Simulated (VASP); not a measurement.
# Ge (R-3) in VASP: single point with r2SCAN

Aim: the single point of Ge with r2SCAN.

Everything below comes from runs of VASP 6.6.1. Logs are shortened: lines on timing, memory, paths and dates and some standing lists are left out, and cuts for length are marked.

### 1 The cell of the first run

It takes space group R-3 (No. 148, trigonal). Conventional cell: a = 9.892 Å, b = 9.892 Å, c = 5.910 Å, α = 90.00°, β = 90.00°, γ = 120.00°. Ge (site symmetry 3) has 5 Ge at 2.49 to 3.39 Å within 3.4 Å. Within 3.2 Å of Ge (site symmetry 1) lie 4 Ge at 2.46 to 2.50 Å.

### 2 Single point, r2SCAN

Input file POSCAR:

```
Ge
1.0
    4.9460655623      2.8556122838      1.9700863695
   -4.9460655623      2.8556122838      1.9700863695
    0.0000000000     -5.7112245676      1.9700863695
Ge
8
Direct
    0.7128722711      0.7128722711      0.7128722711
    0.2871277289      0.2871277289      0.2871277289
    0.0211507809      0.7173445862      0.5235354561
    0.5235354561      0.0211507809      0.7173445862
    0.7173445862      0.5235354561      0.0211507809
    0.9788492191      0.2826554138      0.4764645439
    0.4764645439      0.9788492191      0.2826554138
    0.2826554138      0.4764645439      0.9788492191
```

Input file INCAR.step1:

```
ALGO = Normal
EDIFF = 1E-4
ENCUT = 520
GGA = PE
ISMEAR = 0
LASPH = True
LCHARG = False
LREAL = False
LWAVE = True
NBANDS = 66
NELM = 80
PREC = Accurate
SIGMA = 0.15
```

Input file INCAR.step2:

```
ALGO = Normal
EDIFF = 1E-6
ENCUT = 520
ISIF = 2
ISMEAR = 0
ISTART = 1
LASPH = True
LCHARG = False
LMIXTAU = True
LREAL = False
LWAVE = False
METAGGA = R2SCAN
NBANDS = 66
NELM = 80
PREC = Accurate
SIGMA = 0.15
```

Input file KPOINTS:

```
k-points
0
Gamma
  6 6 6
```

Potentials or basis: VASP PAW PBE potentials, release 64 (Ge_d).

On the command line:

```
> cat potpaw_PBE.64/Ge_d/POTCAR > POTCAR
> cp INCAR.step1 INCAR
> mpirun -np 1 vasp_std > vasp.out
> cp INCAR.step2 INCAR
> mpirun -np 1 vasp_std > vasp.out
```

OUTCAR:

```text
EDIFF = 1E-6
   ENCUT = 520
   ISIF = 2
   ISMEAR = 0
   ISTART = 1
   LASPH = True
   LREAL = False
   METAGGA = R2SCAN
   NELM = 80
   PREC = Accurate

 ion  position               nearest neighbor table
   1  0.713  0.713  0.713-   5 2.49   3 2.49   4 2.49   2 2.52
   2  0.287  0.287  0.287-   8 2.49   6 2.49   7 2.49   1 2.52
   3  0.021  0.717  0.524-   6 2.46   1 2.49   5 2.50   4 2.50
   4  0.524  0.021  0.717-   7 2.46   1 2.49   3 2.50   5 2.50
   5  0.717  0.524  0.021-   8 2.46   1 2.49   3 2.50   4 2.50
   6  0.979  0.283  0.476-   3 2.46   2 2.49   8 2.50   7 2.50
   7  0.476  0.979  0.283-   4 2.46   2 2.49   6 2.50   8 2.50
   8  0.283  0.476  0.979-   5 2.46   2 2.49   6 2.50   7 2.50

  LATTYP: Found a trigonal (rhomboedric) cell.
 ALAT       =     6.0414672361
 COS(alpha) =    -0.3404940300

  Lattice vectors:

 A1 = (   4.9460655623,   2.8556122838,   1.9700863695)
 A2 = (  -4.9460655623,   2.8556122838,   1.9700863695)
 A3 = (   0.0000000000,  -5.7112245676,   1.9700863695)

Analysis of symmetry for initial positions (statically):
=====================================================================
 Subroutine PRICEL returns:
 Original cell was already a primitive cell.

 Routine SETGRP: Setting up the symmetry group for a
 trigonal (rhombohedral) supercell.

 Subroutine GETGRP returns: Found  6 space group operations
 (whereof  6 operations were pure point group operations)
 out of a pool of 12 trial point group operations.

The static configuration has the point symmetry S_6 .

Analysis of symmetry for dynamics (positions and initial velocities):
=====================================================================
 Subroutine PRICEL returns:
 Original cell was already a primitive cell.

 Routine SETGRP: Setting up the symmetry group for a
 trigonal (rhombohedral) supercell.

 Subroutine GETGRP returns: Found  6 space group operations
 (whereof  6 operations were pure point group operations)
 out of a pool of 12 trial point group operations.

The dynamic configuration has the point symmetry S_6 .

 Subroutine INISYM returns: Found  6 space group operations
 (whereof  6 operations are pure point group operations),
 and found     1 'primitive' translations

----------------------------------------------------------------------------------------

                                     Primitive cell

  volume of cell :     166.9535

  direct lattice vectors                    reciprocal lattice vectors
     4.946065562  2.855612284  1.970086369     0.101090451  0.058364599  0.169197320
    -4.946065562  2.855612284  1.970086369    -0.101090451  0.058364599  0.169197320
     0.000000000 -5.711224568  1.970086369     0.000000000 -0.116729199  0.169197320

  length of vectors
     6.041467236  6.041467236  6.041467236     0.205556413  0.205556413  0.205556413

  position of ions in fractional coordinates (direct lattice)
     0.712872271  0.712872271  0.712872271
     0.287127729  0.287127729  0.287127729
     0.021150781  0.717344586  0.523535456
     0.523535456  0.021150781  0.717344586
     0.717344586  0.523535456  0.021150781
     0.978849219  0.282655414  0.476464544
     0.476464544  0.978849219  0.282655414
     0.282655414  0.476464544  0.978849219

  ion indices of the primitive-cell ions
   primitive index   ion index
                 1           1
                 2           2
                 3           3
                 4           4
                 5           5
                 6           6
                 7           7
                 8           8

----------------------------------------------------------------------------------------

 KPOINTS: k-points

Automatic generation of k-mesh.
 Grid dimensions read from file:
 generate k-points for:    6    6    6

 Generating k-lattice:

  Cartesian coordinates                     Fractional coordinates (reciprocal lattice)
     0.016848409  0.009727433  0.028199553     0.166666667  0.000000000  0.000000000
    -0.016848409  0.009727433  0.028199553     0.000000000  0.166666667  0.000000000
     0.000000000 -0.019454866  0.028199553     0.000000000  0.000000000  0.166666667

  Length of vectors
     0.034259402  0.034259402  0.034259402

  Shift w.r.t. Gamma in fractional coordinates (k-lattice)
     0.000000000  0.000000000  0.000000000

 Subroutine IBZKPT returns following result:
 ===========================================

 Found     40 irreducible k-points:

 Following reciprocal coordinates:
            Coordinates               Weight
  0.000000  0.000000  0.000000      1.000000
  0.166667 -0.000000 -0.000000      6.000000
  0.333333 -0.000000 -0.000000      6.000000
  0.500000 -0.000000  0.000000      3.000000
  0.166667  0.166667 -0.000000      6.000000
  0.333333  0.166667  0.000000      6.000000
[... 16 lines left out ...]
  0.333333  0.333333  0.166667      6.000000
  0.500000  0.333333  0.166667      6.000000
 [... further k-points ...]
   k-points           NKPTS =     40   k-points in BZ     NKDIM =     40   number of bands    NBANDS=     66
   number of dos      NEDOS =    301   number of ions     NIONS =      8
   total plane-waves  NPLWV = 110592
   dimension x,y,z NGX =    48 NGY =   48 NGZ =   48
   dimension x,y,z NGXF=    96 NGYF=   96 NGZF=   96
   ions per type =               8
   NGX,Y,Z   is equivalent  to a cutoff of  13.21, 13.21, 13.21 a.u.
   NGXF,Y,Z  is equivalent  to a cutoff of  26.42, 26.42, 26.42 a.u.
 SYSTEM =  unknown system
   PREC   = accura    normal or accurate (medium, high low for compatibility)
   ISTART =      1    job   : 0-new  1-cont  2-samecut
   ICHARG =      0    charge: 1-file 2-atom 10-const
   ISPIN  =      1    spin polarized calculation?
   LNONCOLLINEAR =      F non collinear calculations
   LSORBIT =      F    spin-orbit coupling
   LASPH  =      T    aspherical Exc in radial PAW
   ENCUT  =  520.0 eV  38.22 Ry    6.18 a.u.  11.23 11.23 11.23*2*pi/ulx,y,z
   NELM   =     80;   NELMIN=  2; NELMDL=  0     # of ELM steps
   EDIFF  = 0.1E-05   stopping-criterion for ELM
   LREAL  =      F    real-space projection
   EDIFFG = 0.1E-04   stopping-criterion for IOM
   NSW    =      0    number of steps for IOM
   IBRION =     -1    ionic relax: 0-MD 1-quasi-New 2-CG
   NFREE  =      0    steps in history (QN), initial steepest desc. (CG)
   ISIF   =      2    stress and relaxation
   ISYM   =      2    0-nonsym 1-usesym 2-fastsym
   POTIM  = 0.5000    time-step for ionic-motion
   TEBEG  =    0.0;   TEEND  =   0.0 temperature during run
   PSTRESS=    0.0 pullay stress
   NELECT =     112.0000    total number of electrons
   NUPDOWN=      -1.0000    fix difference up-down
   EMIN   =  10.00;   EMAX   =-10.00  energy-range for DOS
   EFERMI =   0.00;   METHOD = LEGACY
   ISMEAR =     0;   SIGMA  =   0.15  broadening in eV -4-tet -1-fermi 0-gaus
   EFERMI_NEDOS =   21; number of points for ismear=-14 and -15
   IALGO  =     38    algorithm
   IMIX   =      4    mixing-type and parameters
     AMIX     =   0.40;   BMIX     =  1.00
     AMIX_MAG =   1.60;   BMIX_MAG =  1.00
  volume/ion in A,a.u.               =      20.87       140.83
  Fermi-wavevector in a.u.,A,eV,Ry     =   1.433119  2.708202 27.944060  2.053830
  Thomas-Fermi vector in A             =   2.552672
   LORBIT       =      0    0 simple, 1 ext, 2 COOP (PROOUT), +10 PAW based schemes
   METAGGA = R2SCAN    functional components
   LHFCALC =     F    Hartree Fock is set to
   AEXX    =    0.0000 exact exchange contribution
   IVDW    =     0    specifies the selected vdW correction
   LEPSILON=     F    determine dielectric tensor
   LRPA    =     F    only Hartree local field effects (RPA)
 non-spin polarized calculation
 Gauss-broadening in eV      SIGMA  =   0.15
  energy-cutoff  :      520.00
  volume of cell :      166.95
 maximum number of plane-waves:      4525
 NGX is ok and might be reduce to    48
   NGX = 23   NGY = 23   NGZ = 23

 number of electron     112.0000012 magnetization

 Free energy of the ion-electron system (eV)
  ---------------------------------------------------
  ext. energy  EPLUGINS =         0.00000000
  ---------------------------------------------------
  free energy    TOTEN  =      -109.57226556 eV

  energy without entropy =     -109.56755589  energy(sigma->0) =     -109.56991073

 E-fermi :   5.4881     XC(G=0): -11.4294

 val. band max:        5.4453151444   @ k =   0.5000  -0.0000   0.0000
 cond. band min:       5.6086343134   @ k =   0.5000   0.3333   0.3333
 fundamental gap:      0.1633191689
 Fermi energy:         5.4880787309

 k-point     1 :       0.0000    0.0000    0.0000
  band No.  band energies     occupation
      1     -20.0429      2.00000
      2     -20.0429      2.00000
      3     -20.0413      2.00000
      4     -20.0212      2.00000
      5     -20.0212      2.00000
      6     -20.0106      2.00000
[... 58 lines left out ...]
     65      10.8064      0.00000
     66      12.2498      0.00000

 k-point     2 :       0.1667   -0.0000   -0.0000
  band No.  band energies     occupation
      1     -20.0436      2.00000
      2     -20.0408      2.00000
      3     -20.0391      2.00000
      4     -20.0236      2.00000
      5     -20.0175      2.00000
      6     -20.0081      2.00000
[... 58 lines left out ...]
     65      10.6547      0.00000
     66      11.1528      0.00000

 k-point     3 :       0.3333   -0.0000   -0.0000
  band No.  band energies     occupation
      1     -20.0446      2.00000
      2     -20.0371      2.00000
      3     -20.0328      2.00000
      4     -20.0257      2.00000
      5     -20.0121      2.00000
      6     -20.0054      2.00000
[... 1438 lines left out ...]
     65      10.2979      0.00000
     66      10.6840      0.00000

 k-point    24 :       0.5000    0.3333    0.1667
  band No.  band energies     occupation
      1     -20.0426      2.00000
      2     -20.0408      2.00000
      3     -20.0373      2.00000
      4     -20.0182      2.00000
      5     -20.0116      2.00000
      6     -20.0021      2.00000
[... 58 lines left out ...]
     65       9.8743      0.00000
     66      11.2330      0.00000

 [... further k-points ...]

------------------------ aborting loop because EDIFF is reached ----------------------------------------

  FORCE on cell =-STRESS in cart. coord.  units (eV):
  Direction    XX          YY          ZZ          XY          YZ          ZX
  --------------------------------------------------------------------------------------
  -------------------------------------------------------------------------------------
  Total        0.0841575      0.0841575      0.0974113     -0.0000111      0.0000000      0.0000000
  in kB        0.8076218      0.8076218      0.9348117     -0.0001061      0.0000000      0.0000000
  external PRESSURE =       0.8500184 kB  Pullay stress =       0.0000000 kB

 VOLUME and BASIS-vectors are now :
 -----------------------------------------------------------------------------
  energy-cutoff  :      520.00
  volume of cell :      166.95
      direct lattice vectors                 reciprocal lattice vectors
     4.946065562  2.855612284  1.970086369     0.101090451  0.058364599  0.169197320
    -4.946065562  2.855612284  1.970086369    -0.101090451  0.058364599  0.169197320
     0.000000000 -5.711224568  1.970086369     0.000000000 -0.116729199  0.169197320

 POSITION                                       TOTAL-FORCE (eV/Angst)
 -----------------------------------------------------------------------------------
      0.00000      0.00000      4.21326         0.000000      0.000000      0.005126
      0.00000      0.00000      1.69700         0.000000      0.000000     -0.005126
     -3.44342     -0.88117      2.48631        -0.010109      0.011346      0.008781
      2.48483     -2.54150      2.48631        -0.004771     -0.014427      0.008781
      0.95859      3.42268      2.48631         0.014880      0.003081      0.008781
      3.44342      0.88117      3.42395         0.010109     -0.011346     -0.008781
     -2.48483      2.54150      3.42395         0.004771      0.014427     -0.008781
     -0.95859     -3.42268      3.42395        -0.014880     -0.003081     -0.008781
 -----------------------------------------------------------------------------------
    total drift:                               -0.000000     -0.000000      0.000000

  FREE ENERGIE OF THE ION-ELECTRON SYSTEM (eV)
  ---------------------------------------------------
  free  energy   TOTEN  =      -109.5722655604 eV

  energy  without entropy=     -109.5675558917  energy(sigma->0) =     -109.56991073
```

Wall time 44 min (1 thread of Oxide Virtual Turin-like, shared host); peak memory 0.51 GiB.

What came out:

- Free energy: -109.5723 eV
- Pressure: 0.1 GPa
- Largest force: 0.018 eV/Å
- Band gap on the k mesh: zero (bands 56 and 57 overlap by 0.28 eV)

Forces in eV/Å, atoms in the order of the input:
```
Ge   0.000  0.000  0.005
Ge   0.000  0.000 -0.005
Ge  -0.010  0.011  0.009
Ge  -0.005 -0.014  0.009
Ge   0.015  0.003  0.009
Ge   0.010 -0.011 -0.009
Ge   0.005  0.014 -0.009
Ge  -0.015 -0.003 -0.009
```

Caveat: semilocal functionals underestimate gaps, and a narrow one can read as zero; the PAW data sets were made with another functional, which shifts forces and pressure a little.

The gap in the log of VASP goes by the Fermi energy; the results here count the filled bands.